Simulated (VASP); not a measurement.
# Nb (Im-3m) in VASP: a series of runs

Nb is run at these levels: r2SCAN; tasks: single point.

All numbers are computed with VASP 6.6.1; they aren't measurements. Logs are shortened: lines on timing, memory, paths and dates and some standing lists are left out, and cuts for length are marked.

## 1. The cell of the first run

It takes space group Im-3m (No. 229, cubic). Conventional cell: a = 3.302 Å, b = 3.302 Å, c = 3.302 Å, α = 90.00°, β = 90.00°, γ = 90.00°. Nb (site symmetry m-3m) has 14 Nb at 2.86 to 3.30 Å within 3.8 Å.

## 2. Single point, r2SCAN

Input file POSCAR:

```
Nb
1.0
   -1.6511317439      1.6511317439      1.6511317439
    1.6511317439     -1.6511317439      1.6511317439
    1.6511317439      1.6511317439     -1.6511317439
Nb
1
Direct
    0.0000000000      0.0000000000      0.0000000000
```

Input file INCAR.step1:

```
ALGO = Normal
EDIFF = 1E-4
ENCUT = 520
GGA = PE
ISMEAR = 0
LASPH = True
LCHARG = False
LREAL = False
LWAVE = True
NBANDS = 12
NELM = 80
PREC = Accurate
SIGMA = 0.3
```

Input file INCAR.step2:

```
ALGO = Normal
EDIFF = 1E-6
ENCUT = 520
ISIF = 2
ISMEAR = 0
ISTART = 1
LASPH = True
LCHARG = False
LMIXTAU = True
LREAL = False
LWAVE = False
METAGGA = R2SCAN
NBANDS = 12
NELM = 80
PREC = Accurate
SIGMA = 0.3
```

Input file KPOINTS:

```
k-points
0
Gamma
  13 13 13
```

Potentials or basis: VASP PAW PBE potentials, release 64 (Nb_sv).

On the command line:

```console
cat potpaw_PBE.64/Nb_sv/POTCAR > POTCAR
cp INCAR.step1 INCAR
mpirun -np 1 vasp_std > vasp.out
cp INCAR.step2 INCAR
mpirun -np 1 vasp_std > vasp.out
```

OUTCAR:

```text
EDIFF = 1E-6
   ENCUT = 520
   ISIF = 2
   ISMEAR = 0
   ISTART = 1
   LASPH = True
   LREAL = False
   METAGGA = R2SCAN
   NELM = 80
   PREC = Accurate

 ion  position               nearest neighbor table
   1  0.000  0.000  0.000-

  LATTYP: Found a body centered cubic cell.
 ALAT       =     3.3022634878

  Lattice vectors:

 A1 = (  -1.6511317439,   1.6511317439,   1.6511317439)
 A2 = (   1.6511317439,  -1.6511317439,   1.6511317439)
 A3 = (   1.6511317439,   1.6511317439,  -1.6511317439)

Analysis of symmetry for initial positions (statically):
=====================================================================
 Subroutine PRICEL returns:
 Original cell was already a primitive cell.

 Routine SETGRP: Setting up the symmetry group for a
 body centered cubic supercell.

 Subroutine GETGRP returns: Found 48 space group operations
 (whereof 48 operations were pure point group operations)
 out of a pool of 48 trial point group operations.

The static configuration has the point symmetry O_h .

Analysis of symmetry for dynamics (positions and initial velocities):
=====================================================================
 Subroutine PRICEL returns:
 Original cell was already a primitive cell.

 Routine SETGRP: Setting up the symmetry group for a
 body centered cubic supercell.

 Subroutine GETGRP returns: Found 48 space group operations
 (whereof 48 operations were pure point group operations)
 out of a pool of 48 trial point group operations.

The dynamic configuration has the point symmetry O_h .

 Subroutine INISYM returns: Found 48 space group operations
 (whereof 48 operations are pure point group operations),
 and found     1 'primitive' translations

----------------------------------------------------------------------------------------

                                     Primitive cell

  volume of cell :      18.0055

  direct lattice vectors                    reciprocal lattice vectors
    -1.651131744  1.651131744  1.651131744     0.000000000  0.302822595  0.302822595
     1.651131744 -1.651131744  1.651131744     0.302822595  0.000000000  0.302822595
     1.651131744  1.651131744 -1.651131744     0.302822595  0.302822595  0.000000000

  length of vectors
     2.859844070  2.859844070  2.859844070     0.428255821  0.428255821  0.428255821

  position of ions in fractional coordinates (direct lattice)
     0.000000000  0.000000000  0.000000000

  ion indices of the primitive-cell ions
   primitive index   ion index
                 1           1

----------------------------------------------------------------------------------------

 KPOINTS: k-points

Automatic generation of k-mesh.
 Grid dimensions read from file:
 generate k-points for:   13   13   13

 Generating k-lattice:

  Cartesian coordinates                     Fractional coordinates (reciprocal lattice)
     0.000000000  0.023294046  0.023294046     0.076923077  0.000000000  0.000000000
     0.023294046  0.000000000  0.023294046     0.000000000  0.076923077  0.000000000
     0.023294046  0.023294046  0.000000000     0.000000000  0.000000000  0.076923077

  Length of vectors
     0.032942755  0.032942755  0.032942755

  Shift w.r.t. Gamma in fractional coordinates (k-lattice)
     0.000000000  0.000000000  0.000000000

 Subroutine IBZKPT returns following result:
 ===========================================

 Found     84 irreducible k-points:

 Following reciprocal coordinates:
            Coordinates               Weight
  0.000000  0.000000  0.000000      1.000000
  0.076923  0.000000  0.000000     12.000000
  0.153846  0.000000  0.000000     12.000000
  0.230769  0.000000  0.000000     12.000000
  0.307692  0.000000  0.000000     12.000000
  0.384615  0.000000  0.000000     12.000000
[... 16 lines left out ...]
  0.153846  0.076923  0.076923     24.000000
  0.230769  0.076923  0.076923     24.000000
 [... further k-points ...]
   k-points           NKPTS =     84   k-points in BZ     NKDIM =     84   number of bands    NBANDS=     12
   number of dos      NEDOS =    301   number of ions     NIONS =      1
   total plane-waves  NPLWV =  13824
   dimension x,y,z NGX =    24 NGY =   24 NGZ =   24
   dimension x,y,z NGXF=    48 NGYF=   48 NGZF=   48
   ions per type =               1
   NGX,Y,Z   is equivalent  to a cutoff of  13.95, 13.95, 13.95 a.u.
   NGXF,Y,Z  is equivalent  to a cutoff of  27.90, 27.90, 27.90 a.u.
 SYSTEM =  unknown system
   PREC   = accura    normal or accurate (medium, high low for compatibility)
   ISTART =      1    job   : 0-new  1-cont  2-samecut
   ICHARG =      0    charge: 1-file 2-atom 10-const
   ISPIN  =      1    spin polarized calculation?
   LNONCOLLINEAR =      F non collinear calculations
   LSORBIT =      F    spin-orbit coupling
   LASPH  =      T    aspherical Exc in radial PAW
   ENCUT  =  520.0 eV  38.22 Ry    6.18 a.u.   5.32  5.32  5.32*2*pi/ulx,y,z
   NELM   =     80;   NELMIN=  2; NELMDL=  0     # of ELM steps
   EDIFF  = 0.1E-05   stopping-criterion for ELM
   LREAL  =      F    real-space projection
   EDIFFG = 0.1E-04   stopping-criterion for IOM
   NSW    =      0    number of steps for IOM
   IBRION =     -1    ionic relax: 0-MD 1-quasi-New 2-CG
   NFREE  =      0    steps in history (QN), initial steepest desc. (CG)
   ISIF   =      2    stress and relaxation
   ISYM   =      2    0-nonsym 1-usesym 2-fastsym
   POTIM  = 0.5000    time-step for ionic-motion
   TEBEG  =    0.0;   TEEND  =   0.0 temperature during run
   PSTRESS=    0.0 pullay stress
   NELECT =      13.0000    total number of electrons
   NUPDOWN=      -1.0000    fix difference up-down
   EMIN   =  10.00;   EMAX   =-10.00  energy-range for DOS
   EFERMI =   0.00;   METHOD = LEGACY
   ISMEAR =     0;   SIGMA  =   0.30  broadening in eV -4-tet -1-fermi 0-gaus
   EFERMI_NEDOS =   21; number of points for ismear=-14 and -15
   IALGO  =     38    algorithm
   IMIX   =      4    mixing-type and parameters
     AMIX     =   0.40;   BMIX     =  1.00
     AMIX_MAG =   1.60;   BMIX_MAG =  1.00
  volume/ion in A,a.u.               =      18.01       121.51
  Fermi-wavevector in a.u.,A,eV,Ry     =   1.468659  2.775363 29.347202  2.156958
  Thomas-Fermi vector in A             =   2.584130
   LORBIT       =      0    0 simple, 1 ext, 2 COOP (PROOUT), +10 PAW based schemes
   METAGGA = R2SCAN    functional components
   LHFCALC =     F    Hartree Fock is set to
   AEXX    =    0.0000 exact exchange contribution
   IVDW    =     0    specifies the selected vdW correction
   LEPSILON=     F    determine dielectric tensor
   LRPA    =     F    only Hartree local field effects (RPA)
 non-spin polarized calculation
 Gauss-broadening in eV      SIGMA  =   0.30
  energy-cutoff  :      520.00
  volume of cell :       18.01
 maximum number of plane-waves:       493
 NGX is ok and might be reduce to    24
   NGX = 11   NGY = 11   NGZ = 11

 number of electron      13.0000000 magnetization

 Free energy of the ion-electron system (eV)
  ---------------------------------------------------
  ext. energy  EPLUGINS =         0.00000000
  ---------------------------------------------------
  free energy    TOTEN  =       -24.87675090 eV

  energy without entropy =      -24.81573676  energy(sigma->0) =      -24.84624383

 E-fermi :  11.1753     XC(G=0): -13.6274

 val. band max:       11.1088875832   @ k =  -0.1538   0.2308   0.0769
 cond. band min:      11.2162278379   @ k =   0.0769   0.0769   0.0000
 fundamental gap:      0.1073402547
 Fermi energy:        11.1753063032

 k-point     1 :       0.0000    0.0000    0.0000
  band No.  band energies     occupation
      1     -45.0031      2.00000
      2     -19.5423      2.00000
      3     -19.5423      2.00000
      4     -19.5423      2.00000
      5       4.8552      2.00000
      6      11.5892      0.05104
      7      11.5892      0.05104
      8      11.5892      0.05104
      9      14.7158      0.00000
     10      14.7158      0.00000
     11      26.0209      0.00000
     12      26.0209      0.00000

 k-point     2 :       0.0769    0.0000    0.0000
  band No.  band energies     occupation
      1     -44.9880      2.00000
      2     -19.6321      2.00000
      3     -19.5692      2.00000
      4     -19.5431      2.00000
      5       5.1103      2.00000
      6      11.4298      0.23028
      7      11.5448      0.08155
      8      11.8322      0.00196
      9      14.4776      0.00000
     10      14.7147      0.00000
     11      26.2259      0.00000
     12      26.4645      0.00000

 k-point     3 :       0.1538    0.0000    0.0000
  band No.  band energies     occupation
      1     -44.9460      2.00000
      2     -19.8759      2.00000
      3     -19.6431      2.00000
      4     -19.5453      2.00000
      5       5.8082      2.00000
      6      11.0198      1.53645
      7      11.3443      0.42557
      8      12.5435      0.00000
      9      14.1172      0.00000
     10      14.7359      0.00000
     11      26.5990      0.00000
     12      27.7246      0.00000

 k-point     4 :       0.2308    0.0000    0.0000
  band No.  band energies     occupation
      1     -44.8861      2.00000
      2     -20.2086      2.00000
      3     -19.7456      2.00000
      4     -19.5484      2.00000
      5       6.7045      2.00000
      6      10.5047      1.99843
      7      11.0648      1.39745
      8      13.6657      0.00000
      9      14.0968      0.00000
     10      14.8267      0.00000
     11      26.3802      0.00000
     12      28.0108      0.00000

 k-point     5 :       0.3077    0.0000    0.0000
  band No.  band energies     occupation
      1     -44.8218      2.00000
      2     -20.5490      2.00000
      3     -19.8525      2.00000
      4     -19.5518      2.00000
      5       7.3080      2.00000
      6      10.0188      2.00000
      7      11.2743      0.64089
      8      14.3699      0.00000
      9      15.0110      0.00000
     10      15.0849      0.00000
     11      25.3024      0.00000
     12      26.7776      0.00000
[... 228 lines left out ...]
      1     -44.7022      2.00000
      2     -20.6515      2.00000
      3     -20.4285      2.00000
      4     -19.7219      2.00000
      5       8.8322      2.00000
      6       9.9206      2.00000
      7      10.5315      1.99759
      8      14.8861      0.00000
      9      15.3819      0.00000
     10      21.5245      0.00000
     11      22.2031      0.00000
     12      23.7048      0.00000

 k-point    22 :       0.0769    0.0769    0.0769
  band No.  band energies     occupation
      1     -44.9212      2.00000
      2     -20.0387      2.00000
      3     -19.6056      2.00000
      4     -19.6056      2.00000
      5       6.2406      2.00000
      6      10.8317      1.89469
      7      10.8317      1.89469
      8      13.3197      0.00000
      9      14.4516      0.00000
     10      14.4516      0.00000
     11      27.0333      0.00000
     12      27.8579      0.00000

 k-point    23 :       0.1538    0.0769    0.0769
  band No.  band energies     occupation
      1     -44.8669      2.00000
      2     -20.3156      2.00000
      3     -19.7164      2.00000
      4     -19.6151      2.00000
      5       7.1390      2.00000
      6      10.3160      1.99995
      7      10.4744      1.99905
      8      14.3345      0.00000
      9      14.6330      0.00000
     10      14.7712      0.00000
     11      27.0313      0.00000
     12      27.8160      0.00000

 k-point    24 :       0.2308    0.0769    0.0769
  band No.  band energies     occupation
      1     -44.8087      2.00000
      2     -20.5798      2.00000
      3     -19.8552      2.00000
      4     -19.6254      2.00000
      5       7.8156      2.00000
      6       9.8795      2.00000
      7      10.5831      1.99476
      8      14.4977      0.00000
      9      15.0563      0.00000
     10      16.1650      0.00000
     11      25.8162      0.00000
     12      26.5953      0.00000

 [... further k-points ...]

------------------------ aborting loop because EDIFF is reached ----------------------------------------

  FORCE on cell =-STRESS in cart. coord.  units (eV):
  Direction    XX          YY          ZZ          XY          YZ          ZX
  --------------------------------------------------------------------------------------
  -------------------------------------------------------------------------------------
  Total        0.0015669      0.0015669      0.0015669      0.0000000     -0.0000000      0.0000000
  in kB        0.1394302      0.1394302      0.1394302      0.0000000     -0.0000000      0.0000000
  external PRESSURE =       0.1394302 kB  Pullay stress =       0.0000000 kB

 VOLUME and BASIS-vectors are now :
 -----------------------------------------------------------------------------
  energy-cutoff  :      520.00
  volume of cell :       18.01
      direct lattice vectors                 reciprocal lattice vectors
    -1.651131744  1.651131744  1.651131744     0.000000000  0.302822595  0.302822595
     1.651131744 -1.651131744  1.651131744     0.302822595  0.000000000  0.302822595
     1.651131744  1.651131744 -1.651131744     0.302822595  0.302822595  0.000000000

 POSITION                                       TOTAL-FORCE (eV/Angst)
 -----------------------------------------------------------------------------------
      0.00000      0.00000      0.00000         0.000000      0.000000      0.000000
 -----------------------------------------------------------------------------------
    total drift:                                0.000000      0.000000      0.000000

  FREE ENERGIE OF THE ION-ELECTRON SYSTEM (eV)
  ---------------------------------------------------
  free  energy   TOTEN  =       -24.8767508968 eV

  energy  without entropy=      -24.8157367564  energy(sigma->0) =      -24.84624383
```

It took 21 s on 1 thread of Intel Xeon 6975P-C (Granite Rapids), shared host; peak memory 0.15 GiB.

Results:

```yaml
Free_energy: -24.8768 eV
Pressure: 0.0 GPa
Band_gap_on_the_k_mesh: zero (an odd number of electrons rules out a gap without spin polarisation)
```

Levels at points of the mesh, in eV from the Fermi level:
```
           k point  band 4  band 5  band 6  band 7  band 8  band 9
(0.00, 0.00, 0.00)  -30.72   -6.32    0.41    0.41    0.41    3.54
```

Caveat: so wide a smearing shifts energies and pressures; the PAW data sets were made with another functional, which shifts forces and pressure a little.

## 3. Single point, r2SCAN

POSCAR is that of step 2.

Input file INCAR.step1:

```
SYSTEM = Nb
PREC = Accurate ; ENCUT = 520
ISMEAR = 0 ; SIGMA = 0.6
LREAL = .FALSE. ; LASPH = .TRUE.
NELM = 60 ; NBANDS = 12
GGA = PE ; ALGO = Normal
EDIFF = 1E-4 ; LWAVE = .TRUE.
LCHARG = .FALSE.
```

Input file INCAR.step2:

```
SYSTEM = Nb
PREC = Accurate ; ENCUT = 520
EDIFF = 1E-6 ; ISMEAR = 0
SIGMA = 0.6 ; LREAL = .FALSE.
LASPH = .TRUE. ; NELM = 60
ALGO = Normal ; ISIF = 2
LWAVE = .FALSE. ; LCHARG = .FALSE.
METAGGA = R2SCAN ; LMIXTAU = .TRUE.
NBANDS = 12 ; ISTART = 1
```

Input file KPOINTS:

```
regular mesh
0
G
  13 13 13
  0 0 0
```

Potentials or basis: VASP PAW PBE potentials, release 64 (Nb_sv).

On the command line:

```console
cat potpaw_PBE.64/Nb_sv/POTCAR > POTCAR
cp INCAR.step1 INCAR
mpirun -np 1 vasp_std > vasp.out
cp INCAR.step2 INCAR
mpirun -np 1 vasp_std > vasp.out
```

Wall time 21 s (1 thread of Intel Xeon 6975P-C (Granite Rapids), shared host); peak memory 0.15 GiB.

The run converged. Its results:

| Property | Result |
| --- | --- |
| Free energy | -24.9622 eV |
| Pressure | 1.0 GPa |
| Band gap on the k mesh | zero (an odd number of electrons rules out a gap without spin polarisation) |

Levels at points of the mesh, in eV from the Fermi level:
| k point | band 4 | band 5 | band 6 | band 7 | band 8 | band 9 |
| --- | --- | --- | --- | --- | --- | --- |
| (0.00, 0.00, 0.00) | -30.77 | -6.38 | 0.36 | 0.36 | 0.36 | 3.49 |

Caveat: so wide a smearing shifts energies and pressures; the PAW data sets were made with another functional, which shifts forces and pressure a little.

## 4. Single point, r2SCAN

POSCAR is that of step 3.

Input file INCAR.step1:

```
PREC = Accurate
ENCUT = 520
ISMEAR = 0
SIGMA = 1.0
LREAL = False
LASPH = True
NELM = 80
NBANDS = 12
GGA = PE
ALGO = Normal
EDIFF = 1E-4
LWAVE = True
LCHARG = False
```

Input file INCAR.step2:

```
PREC = Accurate
ENCUT = 520
EDIFF = 1E-6
ISMEAR = 0
SIGMA = 1.0
LREAL = False
LASPH = True
NELM = 80
ALGO = Normal
ISIF = 2
LWAVE = False
LCHARG = False
METAGGA = R2SCAN
LMIXTAU = True
NBANDS = 12
ISTART = 1
```

Input file KPOINTS:

```
Automatic mesh
0
Gamma
  13 13 13
```

On the command line:

```console
cat potpaw_PBE.64/Nb_sv/POTCAR > POTCAR
cp INCAR.step1 INCAR
mpirun -np 1 vasp_std > vasp.out
cp INCAR.step2 INCAR
mpirun -np 1 vasp_std > vasp.out
```

It took 22 s on 1 thread of Intel Xeon 6975P-C (Granite Rapids), shared host; peak memory 0.15 GiB.

The run converged. Its results:

```
Free energy            : -25.1399 eV
Pressure               : 2.8 GPa
Band gap on the k mesh : zero (an odd number of electrons rules out a gap without spin polarisation)
```

Levels at points of the mesh, in eV from the Fermi level:
| k point | band 5 | band 6 | band 7 | band 8 | band 9 | band 10 |
| --- | --- | --- | --- | --- | --- | --- |
| (0.00, 0.00, 0.00) | -6.47 | 0.27 | 0.27 | 0.27 | 3.40 | 3.40 |

Caveat: so wide a smearing shifts energies and pressures; the PAW data sets were made with another functional, which shifts forces and pressure a little.

[end of part 1 of 2]

The gap in the log of VASP goes by the Fermi energy; the results here count the filled bands.